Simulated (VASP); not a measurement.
# Br (I4/mmm) in VASP: single point with PBE+D3(BJ)

Aim: the single point of Br with PBE+D3(BJ).

Program: VASP 6.6.1. These are calculated values, not measurements. Logs are shortened: lines on timing, memory, paths and dates and some standing lists are left out, and cuts for length are marked.

## Step 1: The cell of the first run

The structure is tetragonal, space group I4/mmm (No. 139). Conventional cell: a = 2.843 Å, b = 2.843 Å, c = 7.106 Å, α = 90.00°, β = 90.00°, γ = 90.00°. Br (site symmetry 4/mmm) has 4 Br at 2.84 Å within 3.7 Å.

## Step 2: Single point, PBE+D3(BJ)

File INCAR:

```
SYSTEM = Br
ALGO = Normal ; EDIFF = 1E-6
ENCUT = 520 ; GGA = PE
ISIF = 2 ; ISMEAR = 0
IVDW = 12 ; LASPH = .True.
LCHARG = .True. ; LELF = .True.
LREAL = .False. ; LVHAR = .True.
LWAVE = .False. ; NBANDS = 10
NELM = 100 ; PREC = Accurate
SIGMA = 0.15
```

File KPOINTS:

```
k-points
0
Gamma
  22 22 22
  0 0 0
```

File POSCAR:

```
Br
1.0
   -1.4216501623      1.4216501623      3.5532137791
    1.4216501623     -1.4216501623      3.5532137791
    1.4216501623      1.4216501623     -3.5532137791
Br
1
Direct
    0.0000000000      0.0000000000      0.0000000000
```

Potentials or basis: VASP PAW PBE potentials, release 64 (Br).

The run is started by

```bash
$ cat potpaw_PBE.64/Br/POTCAR > POTCAR
$ mpirun -np 1 vasp_std > vasp.out
```

OUTCAR:

```text
SYSTEM = Br
   EDIFF = 1E-6
   ENCUT = 520
   GGA = PE
   ISIF = 2
   ISMEAR = 0
   IVDW = 12
   LASPH = .True.
   LREAL = .False.
   NELM = 100
   PREC = Accurate
 IVDW          = 12

 ion  position               nearest neighbor table
   1  0.000  0.000  0.000-

  LATTYP: Found a body centered tetragonal cell.
 ALAT       =     2.8433003246
 C/A-ratio  =     2.4993587546

  Lattice vectors:

 A1 = (  -1.4216501623,   1.4216501623,   3.5532137791)
 A2 = (   1.4216501623,  -1.4216501623,   3.5532137791)
 A3 = (   1.4216501623,   1.4216501623,  -3.5532137791)

Analysis of symmetry for initial positions (statically):
=====================================================================
 Subroutine PRICEL returns:
 Original cell was already a primitive cell.

 Routine SETGRP: Setting up the symmetry group for a
 body centered tetragonal supercell.

 Subroutine GETGRP returns: Found 16 space group operations
 (whereof 16 operations were pure point group operations)
 out of a pool of 16 trial point group operations.

The static configuration has the point symmetry D_4h.

Analysis of symmetry for dynamics (positions and initial velocities):
=====================================================================
 Subroutine PRICEL returns:
 Original cell was already a primitive cell.

 Routine SETGRP: Setting up the symmetry group for a
 body centered tetragonal supercell.

 Subroutine GETGRP returns: Found 16 space group operations
 (whereof 16 operations were pure point group operations)
 out of a pool of 16 trial point group operations.

The dynamic configuration has the point symmetry D_4h.

 Subroutine INISYM returns: Found 16 space group operations
 (whereof 16 operations are pure point group operations),
 and found     1 'primitive' translations

----------------------------------------------------------------------------------------

                                     Primitive cell

  volume of cell :      28.7254

  direct lattice vectors                    reciprocal lattice vectors
    -1.421650162  1.421650162  3.553213779     0.000000000  0.351703966  0.140717680
     1.421650162 -1.421650162  3.553213779     0.351703966  0.000000000  0.140717680
     1.421650162  1.421650162 -3.553213779     0.351703966  0.351703966  0.000000000

  length of vectors
     4.082585765  4.082585765  4.082585765     0.378810170  0.378810170  0.497384518

  position of ions in fractional coordinates (direct lattice)
     0.000000000  0.000000000  0.000000000

  ion indices of the primitive-cell ions
   primitive index   ion index
                 1           1

----------------------------------------------------------------------------------------

 KPOINTS: k-points

Automatic generation of k-mesh.
 Grid dimensions read from file:
 generate k-points for:   22   22   22

 Generating k-lattice:

  Cartesian coordinates                     Fractional coordinates (reciprocal lattice)
     0.000000000  0.015986544  0.006396258     0.045454545 -0.000000000  0.000000000
     0.015986544  0.000000000  0.006396258    -0.000000000  0.045454545  0.000000000
     0.015986544  0.015986544  0.000000000     0.000000000  0.000000000  0.045454545

  Length of vectors
     0.017218644  0.017218644  0.022608387

  Shift w.r.t. Gamma in fractional coordinates (k-lattice)
     0.000000000  0.000000000  0.000000000

 Subroutine IBZKPT returns following result:
 ===========================================

 Found    834 irreducible k-points:

 Following reciprocal coordinates:
            Coordinates               Weight
  0.000000  0.000000  0.000000      1.000000
  0.045455  0.000000  0.000000      8.000000
  0.090909  0.000000  0.000000      8.000000
  0.136364  0.000000  0.000000      8.000000
  0.181818  0.000000  0.000000      8.000000
  0.227273  0.000000  0.000000      8.000000
[... 16 lines left out ...]
  0.500000  0.045455  0.000000     16.000000
 -0.454545  0.045455  0.000000     16.000000
 [... further k-points ...]
   k-points           NKPTS =    834   k-points in BZ     NKDIM =    834   number of bands    NBANDS=     10
   number of dos      NEDOS =    301   number of ions     NIONS =      1
   total plane-waves  NPLWV =  27000
   dimension x,y,z NGX =    30 NGY =   30 NGZ =   30
   dimension x,y,z NGXF=    60 NGYF=   60 NGZF=   60
   ions per type =               1
   NGX,Y,Z   is equivalent  to a cutoff of  12.22, 12.22, 12.22 a.u.
   NGXF,Y,Z  is equivalent  to a cutoff of  24.43, 24.43, 24.43 a.u.
 SYSTEM =  Br
   PREC   = accura    normal or accurate (medium, high low for compatibility)
   ISTART =      0    job   : 0-new  1-cont  2-samecut
   ICHARG =      2    charge: 1-file 2-atom 10-const
   ISPIN  =      1    spin polarized calculation?
   LNONCOLLINEAR =      F non collinear calculations
   LSORBIT =      F    spin-orbit coupling
   LASPH  =      T    aspherical Exc in radial PAW
   ENCUT  =  520.0 eV  38.22 Ry    6.18 a.u.   7.59  7.59  7.59*2*pi/ulx,y,z
   NELM   =    100;   NELMIN=  2; NELMDL= -5     # of ELM steps
   EDIFF  = 0.1E-05   stopping-criterion for ELM
   LREAL  =      F    real-space projection
   EDIFFG = 0.1E-04   stopping-criterion for IOM
   NSW    =      0    number of steps for IOM
   IBRION =     -1    ionic relax: 0-MD 1-quasi-New 2-CG
   NFREE  =      0    steps in history (QN), initial steepest desc. (CG)
   ISIF   =      2    stress and relaxation
   ISYM   =      2    0-nonsym 1-usesym 2-fastsym
   POTIM  = 0.5000    time-step for ionic-motion
   TEBEG  =    0.0;   TEEND  =   0.0 temperature during run
   PSTRESS=    0.0 pullay stress
   NELECT =       7.0000    total number of electrons
   NUPDOWN=      -1.0000    fix difference up-down
   EMIN   =  10.00;   EMAX   =-10.00  energy-range for DOS
   EFERMI =   0.00;   METHOD = LEGACY
   ISMEAR =     0;   SIGMA  =   0.15  broadening in eV -4-tet -1-fermi 0-gaus
   EFERMI_NEDOS =   21; number of points for ismear=-14 and -15
   IALGO  =     38    algorithm
   IMIX   =      4    mixing-type and parameters
     AMIX     =   0.40;   BMIX     =  1.00
     AMIX_MAG =   1.60;   BMIX_MAG =  1.00
  volume/ion in A,a.u.               =      28.73       193.85
  Fermi-wavevector in a.u.,A,eV,Ry     =   1.022552  1.932342 14.226412  1.045612
  Thomas-Fermi vector in A             =   2.156237
   LORBIT       =      0    0 simple, 1 ext, 2 COOP (PROOUT), +10 PAW based schemes
   GGA     = PE    functional components
   LHFCALC =     F    Hartree Fock is set to
   AEXX    =    0.0000 exact exchange contribution
   IVDW    =    12    specifies the selected vdW correction
   LEPSILON=     F    determine dielectric tensor
   LRPA    =     F    only Hartree local field effects (RPA)
 non-spin polarized calculation
 Gauss-broadening in eV      SIGMA  =   0.15
  energy-cutoff  :      520.00
  volume of cell :       28.73
 maximum number of plane-waves:       795
   NGX = 15   NGY = 15   NGZ = 15

 number of electron       6.9999999 magnetization

 Free energy of the ion-electron system (eV)
  ---------------------------------------------------
  ext. energy  EPLUGINS =         0.00000000
  ---------------------------------------------------
  free energy    TOTEN  =        -1.44478618 eV

  energy without entropy =       -1.43911590  energy(sigma->0) =       -1.44195104

 E-fermi :   1.5608     XC(G=0):  -8.6859

 val. band max:        1.5597146625   @ k =   0.2727   0.0909   0.0455
 cond. band min:       1.5672178777   @ k =  -0.4091  -0.4091   0.3182
 fundamental gap:      0.0075032152
 Fermi energy:         1.5608205410

 k-point     1 :       0.0000    0.0000    0.0000
  band No.  band energies     occupation
      1     -14.7815      2.00000
      2      -0.7601      2.00000
      3       2.4854      0.00000
      4       2.4854      0.00000
      5       6.9886      0.00000
      6      11.3558      0.00000
      7      11.8735      0.00000
      8      17.4027      0.00000
      9      17.4027      0.00000
     10      18.0609      0.00000

 k-point     2 :       0.0455    0.0000    0.0000
  band No.  band energies     occupation
      1     -14.7555      2.00000
      2      -0.7584      2.00000
      3       2.2538      0.00000
      4       2.5012      0.00000
      5       7.0731      0.00000
      6      11.4864      0.00000
      7      12.0412      0.00000
      8      16.4482      0.00000
      9      17.4442      0.00000
     10      18.6740      0.00000

 k-point     3 :       0.0909    0.0000    0.0000
  band No.  band energies     occupation
      1     -14.6783      2.00000
      2      -0.7529      2.00000
      3       1.6450      0.42763
      4       2.5480      0.00000
      5       7.3020      0.00000
      6      11.6648      0.00000
      7      12.6857      0.00000
      8      15.2106      0.00000
      9      17.5676      0.00000
     10      19.1028      0.00000

 k-point     4 :       0.1364    0.0000    0.0000
  band No.  band energies     occupation
      1     -14.5527      2.00000
      2      -0.7442      2.00000
      3       0.8231      2.00000
      4       2.6231      0.00000
      5       7.6352      0.00000
      6      11.8184      0.00000
      7      13.6193      0.00000
      8      14.1692      0.00000
      9      17.7694      0.00000
     10      19.4314      0.00000
[... 222 lines left out ...]
 k-point    22 :       0.4545    0.0455   -0.0000
  band No.  band energies     occupation
      1     -13.1243      2.00000
      2      -4.2121      2.00000
      3      -0.4058      2.00000
      4       3.1658      0.00000
      5       7.9721      0.00000
      6      13.6848      0.00000
      7      14.1911      0.00000
      8      16.0441      0.00000
      9      16.7328      0.00000
     10      19.3864      0.00000

 k-point    23 :       0.5000    0.0455    0.0000
  band No.  band energies     occupation
      1     -13.0817      2.00000
      2      -4.3184      2.00000
      3      -0.3641      2.00000
      4       3.1901      0.00000
      5       7.8972      0.00000
      6      13.8184      0.00000
      7      14.1600      0.00000
      8      15.9999      0.00000
      9      16.6080      0.00000
     10      19.2944      0.00000

 k-point    24 :      -0.4545    0.0455    0.0000
  band No.  band energies     occupation
      1     -13.1321      2.00000
      2      -4.2024      2.00000
      3      -0.3480      2.00000
      4       3.1702      0.00000
      5       7.9690      0.00000
      6      13.4856      0.00000
      7      13.7790      0.00000
      8      15.9208      0.00000
      9      17.4589      0.00000
     10      19.3885      0.00000

 [... further k-points ...]

------------------------ aborting loop because EDIFF is reached ----------------------------------------

 Edisp (eV)   -0.25202

 E8    (eV) :    -0.0998

  FORCE on cell =-STRESS in cart. coord.  units (eV):
  Direction    XX          YY          ZZ          XY          YZ          ZX
  --------------------------------------------------------------------------------------
  -------------------------------------------------------------------------------------
  Total      -0.00508    -0.00508     0.00250     0.00000    -0.00000     0.00000
  in kB      -0.28355    -0.28355     0.13944     0.00000    -0.00000     0.00000
  external pressure =       -0.14 kB  Pullay stress =        0.00 kB

 VOLUME and BASIS-vectors are now :
 -----------------------------------------------------------------------------
  energy-cutoff  :      520.00
  volume of cell :       28.73
      direct lattice vectors                 reciprocal lattice vectors
    -1.421650162  1.421650162  3.553213779     0.000000000  0.351703966  0.140717680
     1.421650162 -1.421650162  3.553213779     0.351703966  0.000000000  0.140717680
     1.421650162  1.421650162 -3.553213779     0.351703966  0.351703966  0.000000000

 POSITION                                       TOTAL-FORCE (eV/Angst)
 -----------------------------------------------------------------------------------
      0.00000      0.00000      0.00000         0.000000      0.000000     -0.000000
 -----------------------------------------------------------------------------------
    total drift:                               -0.000000     -0.000000     -0.000000

  FREE ENERGIE OF THE ION-ELECTRON SYSTEM (eV)
  ---------------------------------------------------
  free  energy   TOTEN  =        -1.6968099869 eV

  energy  without entropy=       -1.6911397081  energy(sigma->0) =       -1.69397485
```

It took 92 s on 1 thread of Intel Xeon 6975P-C (Granite Rapids), shared host; peak memory 0.36 GiB.

Results:

```yaml
Free_energy: -1.6968 eV
Pressure: 0.0 GPa
Band_gap_on_the_k_mesh: zero (an odd number of electrons rules out a gap without spin polarisation)
Dispersion_energy_per_atom: -0.252 eV
```

Levels at points of the mesh, in eV from the Fermi level:
```tsv
k point	band 1	band 2	band 3	band 4	band 5	band 6	band 7	band 8
(0.00, 0.00, 0.00)	-16.34	-2.32	0.92	0.92	5.43	9.79	10.31	15.84
(0.50, 0.00, 0.00)	-14.67	-5.90	-1.94	1.82	6.28	12.00	12.87	14.85
(0.50, 0.50, 0.00)	-13.15	-4.56	-4.26	-0.68	5.40	8.23	12.54	13.89
(0.50, 0.50, 0.50)	-16.09	-4.57	0.75	0.75	9.24	9.29	11.87	17.35
```

Caveat: an odd number of electrons without spin polarisation forces a metal; a magnetic or distorted state may lie lower.
